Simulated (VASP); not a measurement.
# Sc (Pm-3m) in VASP: a series of runs

The runs below take Sc through single point, relaxation of cell and atoms, with PBE.

Program: VASP 6.6.1. These are calculated values, not measurements. Logs are shortened: lines on timing, memory, paths and dates and some standing lists are left out, and cuts for length are marked.

**1. The cell of the first run**

Symmetry: Pm-3m, No. 221, cubic system. Conventional cell: a = 2.970 Å, b = 2.970 Å, c = 2.970 Å, α = 90.00°, β = 90.00°, γ = 90.00°. Within 3.9 Å of Sc (site symmetry m-3m) lie 6 Sc at 2.97 Å.

**2. Single point, PBE**

INCAR

```
PREC = Accurate
ENCUT = 520
EDIFF = 1E-6
ISMEAR = 0
SIGMA = 0.1
LREAL = F
LASPH = T
NELM = 80
ALGO = Fast
ISIF = 2
LWAVE = F
LCHARG = F
GGA = PE
NBANDS = 12
```

KPOINTS

```
Automatic mesh
0
Gamma
  6 6 6
```

POSCAR

```
Sc
1.0
    2.9696679687      0.0000000000      0.0000000000
    0.0000000000      2.9696679687      0.0000000000
    0.0000000000      0.0000000000      2.9696679687
Sc
1
Direct
    0.0000000000      0.0000000000      0.0000000000
```

Potentials or basis: VASP PAW PBE potentials, release 64 (Sc_sv).

Launch:

```
$ cat potpaw_PBE.64/Sc_sv/POTCAR > POTCAR
$ mpirun -np 1 vasp_std > vasp.out
```

OUTCAR:

```text
PREC = Accurate
   ENCUT = 520
   EDIFF = 1E-6
   ISMEAR = 0
   LREAL = F
   LASPH = T
   NELM = 80
   ISIF = 2
   GGA = PE

 ion  position               nearest neighbor table
   1  0.000  0.000  0.000-

  LATTYP: Found a simple cubic cell.
 ALAT       =     2.9696679687

  Lattice vectors:

 A1 = (   2.9696679687,   0.0000000000,   0.0000000000)
 A2 = (   0.0000000000,   2.9696679687,   0.0000000000)
 A3 = (   0.0000000000,   0.0000000000,   2.9696679687)

Analysis of symmetry for initial positions (statically):
=====================================================================
 Subroutine PRICEL returns:
 Original cell was already a primitive cell.

 Routine SETGRP: Setting up the symmetry group for a
 simple cubic supercell.

 Subroutine GETGRP returns: Found 48 space group operations
[... 9 lines left out ...]

 Routine SETGRP: Setting up the symmetry group for a
 simple cubic supercell.

 Subroutine GETGRP returns: Found 48 space group operations
[... 11 lines left out ...]
                                     Primitive cell

  volume of cell :      26.1893

  direct lattice vectors                    reciprocal lattice vectors
     2.969667969  0.000000000  0.000000000     0.336737982  0.000000000  0.000000000
     0.000000000  2.969667969  0.000000000     0.000000000  0.336737982  0.000000000
     0.000000000  0.000000000  2.969667969     0.000000000  0.000000000  0.336737982

  length of vectors
     2.969667969  2.969667969  2.969667969     0.336737982  0.336737982  0.336737982

  position of ions in fractional coordinates (direct lattice)
     0.000000000  0.000000000  0.000000000

  ion indices of the primitive-cell ions
   primitive index   ion index
                 1           1

----------------------------------------------------------------------------------------

 KPOINTS: Automatic mesh

Automatic generation of k-mesh.
 Grid dimensions read from file:
 generate k-points for:    6    6    6

 Generating k-lattice:

  Cartesian coordinates                     Fractional coordinates (reciprocal lattice)
     0.056122997  0.000000000  0.000000000     0.166666667  0.000000000  0.000000000
     0.000000000  0.056122997  0.000000000     0.000000000  0.166666667  0.000000000
     0.000000000  0.000000000  0.056122997     0.000000000  0.000000000  0.166666667

  Length of vectors
     0.056122997  0.056122997  0.056122997

  Shift w.r.t. Gamma in fractional coordinates (k-lattice)
     0.000000000  0.000000000  0.000000000

 Subroutine IBZKPT returns following result:
 ===========================================

 Found     20 irreducible k-points:

 Following reciprocal coordinates:
            Coordinates               Weight
  0.000000  0.000000  0.000000      1.000000
  0.166667  0.000000  0.000000      6.000000
  0.333333  0.000000  0.000000      6.000000
  0.500000  0.000000  0.000000      3.000000
  0.166667  0.166667  0.000000     12.000000
  0.333333  0.166667  0.000000     24.000000
[... 12 lines left out ...]
  0.500000  0.500000  0.333333      6.000000
  0.500000  0.500000  0.500000      1.000000
   k-points           NKPTS =     20   k-points in BZ     NKDIM =     20   number of bands    NBANDS=     12
   number of dos      NEDOS =    301   number of ions     NIONS =      1
   total plane-waves  NPLWV =  13824
   dimension x,y,z NGX =    24 NGY =   24 NGZ =   24
   dimension x,y,z NGXF=    48 NGYF=   48 NGZF=   48
   ions per type =               1
   NGX,Y,Z   is equivalent  to a cutoff of  13.44, 13.44, 13.44 a.u.
   NGXF,Y,Z  is equivalent  to a cutoff of  26.87, 26.87, 26.87 a.u.
 SYSTEM =  unknown system
   PREC   = accura    normal or accurate (medium, high low for compatibility)
   ISTART =      0    job   : 0-new  1-cont  2-samecut
   ICHARG =      2    charge: 1-file 2-atom 10-const
   ISPIN  =      1    spin polarized calculation?
   LNONCOLLINEAR =      F non collinear calculations
   LSORBIT =      F    spin-orbit coupling
   LASPH  =      T    aspherical Exc in radial PAW
   ENCUT  =  520.0 eV  38.22 Ry    6.18 a.u.   5.52  5.52  5.52*2*pi/ulx,y,z
   NELM   =     80;   NELMIN=  2; NELMDL= -5     # of ELM steps
   EDIFF  = 0.1E-05   stopping-criterion for ELM
   LREAL  =      F    real-space projection
   EDIFFG = 0.1E-04   stopping-criterion for IOM
   NSW    =      0    number of steps for IOM
   IBRION =     -1    ionic relax: 0-MD 1-quasi-New 2-CG
   NFREE  =      0    steps in history (QN), initial steepest desc. (CG)
   ISIF   =      2    stress and relaxation
   ISYM   =      2    0-nonsym 1-usesym 2-fastsym
   POTIM  = 0.5000    time-step for ionic-motion
   TEBEG  =    0.0;   TEEND  =   0.0 temperature during run
   PSTRESS=    0.0 pullay stress
   NELECT =      11.0000    total number of electrons
   NUPDOWN=      -1.0000    fix difference up-down
   EMIN   =  10.00;   EMAX   =-10.00  energy-range for DOS
   EFERMI =   0.00;   METHOD = LEGACY
   ISMEAR =     0;   SIGMA  =   0.10  broadening in eV -4-tet -1-fermi 0-gaus
   EFERMI_NEDOS =   21; number of points for ismear=-14 and -15
   IALGO  =     68    algorithm
   IMIX   =      4    mixing-type and parameters
     AMIX     =   0.40;   BMIX     =  1.00
     AMIX_MAG =   1.60;   BMIX_MAG =  1.00
  volume/ion in A,a.u.               =      26.19       176.73
  Fermi-wavevector in a.u.,A,eV,Ry     =   1.226021  2.316843 20.451284  1.503127
  Thomas-Fermi vector in A             =   2.361037
   LORBIT       =      0    0 simple, 1 ext, 2 COOP (PROOUT), +10 PAW based schemes
   GGA     = PE    functional components
   LHFCALC =     F    Hartree Fock is set to
   AEXX    =    0.0000 exact exchange contribution
   IVDW    =     0    specifies the selected vdW correction
   LEPSILON=     F    determine dielectric tensor
   LRPA    =     F    only Hartree local field effects (RPA)
 non-spin polarized calculation
 RMM-DIIS sequential band-by-band and
 Gauss-broadening in eV      SIGMA  =   0.10
  energy-cutoff  :      520.00
  volume of cell :       26.19
 maximum number of plane-waves:       739
 NGX is ok and might be reduce to    24
   NGX = 11   NGY = 11   NGZ = 11

 number of electron      10.9999998 magnetization

 Free energy of the ion-electron system (eV)
  ---------------------------------------------------
  ext. energy  EPLUGINS =         0.00000000
  ---------------------------------------------------
  free energy    TOTEN  =        -5.50602115 eV

  energy without entropy =       -5.49109087  energy(sigma->0) =       -5.49855601

 E-fermi :   3.4709     XC(G=0):  -9.5710

 val. band max:        3.4600809517   @ k =   0.3333   0.1667   0.0000
 cond. band min:       3.5540773516   @ k =   0.1667   0.1667   0.0000
 fundamental gap:      0.0939963999
 Fermi energy:         3.4708631280

 k-point     1 :       0.0000    0.0000    0.0000
  band No.  band energies     occupation
      1     -46.2332      2.00000
      2     -24.6096      2.00000
      3     -24.6096      2.00000
      4     -24.6096      2.00000
      5      -1.5526      2.00000
      6       2.9680      2.00000
      7       2.9680      2.00000
      8       7.2007      0.00000
      9       7.2007      0.00000
     10       7.2007      0.00000
     11      15.6044      0.00000
     12      15.6044      0.00000

 k-point     2 :       0.1667    0.0000    0.0000
  band No.  band energies     occupation
      1     -46.2178      2.00000
      2     -24.7407      2.00000
      3     -24.5984      2.00000
      4     -24.5984      2.00000
      5      -1.0059      2.00000
      6       3.1067      2.00000
      7       3.2712      1.99524
      8       6.7519      0.00000
      9       6.7519      0.00000
     10       7.2349      0.00000
     11      12.8442      0.00000
     12      16.4971      0.00000

 k-point     3 :       0.3333    0.0000    0.0000
  band No.  band energies     occupation
      1     -46.1868      2.00000
      2     -24.9958      2.00000
      3     -24.5759      2.00000
      4     -24.5759      2.00000
      5       0.4143      2.00000
      6       3.4043      1.65326
      7       3.5624      0.19550
      8       6.0010      0.00000
      9       6.0010      0.00000
     10       7.3043      0.00000
     11      10.1290      0.00000
     12      17.5898      0.00000

 k-point     4 :       0.5000    0.0000    0.0000
  band No.  band energies     occupation
      1     -46.1712      2.00000
      2     -25.1200      2.00000
      3     -24.5647      2.00000
      4     -24.5647      2.00000
      5       1.7786      2.00000
      6       2.9207      2.00000
      7       3.5650      0.18324
      8       5.6754      0.00000
      9       5.6754      0.00000
     10       7.3394      0.00000
     11       9.3821      0.00000
     12      16.9431      0.00000

 k-point     5 :       0.1667    0.1667    0.0000
  band No.  band energies     occupation
      1     -46.2025      2.00000
      2     -24.7337      2.00000
      3     -24.7218      2.00000
      4     -24.5873      2.00000
      5      -0.4825      2.00000
      6       3.3025      1.98273
      7       3.5541      0.23926
      8       6.2270      0.00000
      9       6.7268      0.00000
     10       6.8868      0.00000
     11      13.2998      0.00000
     12      13.7129      0.00000
[... 168 lines left out ...]
      1     -46.0978      2.00000
      2     -24.9108      2.00000
      3     -24.8958      2.00000
      4     -24.8958      2.00000
      5       2.4313      2.00000
      6       3.9209      0.00000
      7       3.9209      0.00000
      8       6.1872      0.00000
      9       6.1872      0.00000
     10       7.3828      0.00000
     11      12.8728      0.00000
     12      12.9959      0.00000

 k-point    18 :       0.5000    0.3333    0.3333
  band No.  band energies     occupation
      1     -46.0830      2.00000
      2     -25.0160      2.00000
      3     -24.8902      2.00000
      4     -24.8806      2.00000
      5       2.6265      2.00000
      6       3.5616      0.19942
      7       3.7533      0.00006
      8       6.2338      0.00000
      9       6.8119      0.00000
     10       9.6604      0.00000
     11      10.0307      0.00000
     12      12.6898      0.00000

 k-point    19 :       0.5000    0.5000    0.3333
  band No.  band energies     occupation
      1     -46.0684      2.00000
      2     -24.9992      2.00000
      3     -24.9992      2.00000
      4     -24.8703      2.00000
      5       2.6268      2.00000
      6       3.4482      1.25102
      7       3.4482      1.25102
      8       6.5479      0.00000
      9       8.1467      0.00000
     10      10.6422      0.00000
     11      10.6422      0.00000
     12      11.5123      0.00000

 k-point    20 :       0.5000    0.5000    0.5000
  band No.  band energies     occupation
      1     -46.0539      2.00000
      2     -24.9828      2.00000
      3     -24.9828      2.00000
      4     -24.9828      2.00000
      5       3.0056      2.00000
      6       3.0056      2.00000
      7       3.0056      2.00000
      8       8.1676      0.00000
      9       8.1676      0.00000
     10      10.8028      0.00000
     11      11.7515      0.00000
     12      11.7515      0.00000

------------------------ aborting loop because EDIFF is reached ----------------------------------------

  FORCE on cell =-STRESS in cart. coord.  units (eV):
  Direction    XX          YY          ZZ          XY          YZ          ZX
  --------------------------------------------------------------------------------------
  -------------------------------------------------------------------------------------
  Total       -0.0060010     -0.0060010     -0.0060010     -0.0000000     -0.0000000      0.0000000
  in kB       -0.3671248     -0.3671248     -0.3671248     -0.0000000     -0.0000000      0.0000000
  external PRESSURE =      -0.3671248 kB  Pullay stress =       0.0000000 kB

 VOLUME and BASIS-vectors are now :
 -----------------------------------------------------------------------------
  energy-cutoff  :      520.00
  volume of cell :       26.19
      direct lattice vectors                 reciprocal lattice vectors
     2.969667969  0.000000000  0.000000000     0.336737982  0.000000000  0.000000000
     0.000000000  2.969667969  0.000000000     0.000000000  0.336737982  0.000000000
     0.000000000  0.000000000  2.969667969     0.000000000  0.000000000  0.336737982

 POSITION                                       TOTAL-FORCE (eV/Angst)
 -----------------------------------------------------------------------------------
      0.00000      0.00000      0.00000         0.000000      0.000000      0.000000
 -----------------------------------------------------------------------------------
    total drift:                                0.000000      0.000000      0.000000

  FREE ENERGIE OF THE ION-ELECTRON SYSTEM (eV)
  ---------------------------------------------------
  free  energy   TOTEN  =        -5.5060211469 eV

  energy  without entropy=       -5.4910908727  energy(sigma->0) =       -5.49855601
```

It took 4.9 s on 1 thread of Intel Xeon Platinum 8259CL at 2.50GHz (Skylake/Cascade Lake), shared host; peak memory 0.13 GiB.

What came out:

* Free energy: -5.5060 eV
* Pressure: 0.0 GPa

(Continued in part 2 of 2.)
